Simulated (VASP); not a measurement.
A run of VASP 6.6.1 is set up as follows.

The input INCAR:

```
  ALGO = Normal
  EDIFF = 1E-6
  ENCUT = 520
  GGA = PE
  ISIF = 2
  ISMEAR = 0
  LASPH = True
  LCHARG = True
  LDAU = True
  LDAUJ = 0 0
  LDAUL = 2 -1
  LDAUPRINT = 1
  LDAUTYPE = 2
  LDAUU = 4 0
  LELF = True
  LMAXMIX = 4
  LREAL = False
  LVHAR = True
  LWAVE = False
  NBANDS = 33
  NELM = 150
  PREC = Accurate
  SIGMA = 0.05
```

File KPOINTS:

```
k-points
0
Gamma
  8 8 8
```

Contents of POSCAR:

```
TiO2
1.0
   -1.7961012887      1.7961012887      5.5219338020
    1.7961012887     -1.7961012887      5.5219338020
    1.7961012887      1.7961012887     -5.5219338020
Ti O
2 4
Direct
    0.0000000000      0.0000000000      0.0000000000
    0.7500000000      0.2500000000      0.5000000000
    0.2205655066      0.2205655066      0.0000000000
    0.9705655066      0.4705655066      0.5000000000
    0.5294344934      0.0294344934      0.5000000000
    0.7794344934      0.7794344934      0.0000000000
```

Potentials or basis: VASP PAW PBE potentials, release 64 (Ti_sv, O).

The run is started by

```console
$ cat potpaw_PBE.64/Ti_sv/POTCAR potpaw_PBE.64/O/POTCAR > POTCAR
$ mpirun -np 1 vasp_std > vasp.out
```

Q: Predict the largest force.

A: 2.452 eV/Å.

Q: Predict the band gap on the k mesh.

A: 2.40 eV (least direct gap 2.76 eV).

Q: Predict the pressure.

A: 20.7 GPa.

Stress tensor (GPa, compression positive):
```
 37.62   0.00   0.00
  0.00  37.62   0.00
  0.00   0.00 -13.25
```

Caveat: the cell stands under pressure; forces of over 1 eV/Å act on the atoms, so gaps and moduli don't describe the material at rest. A k mesh can miss the band edges.
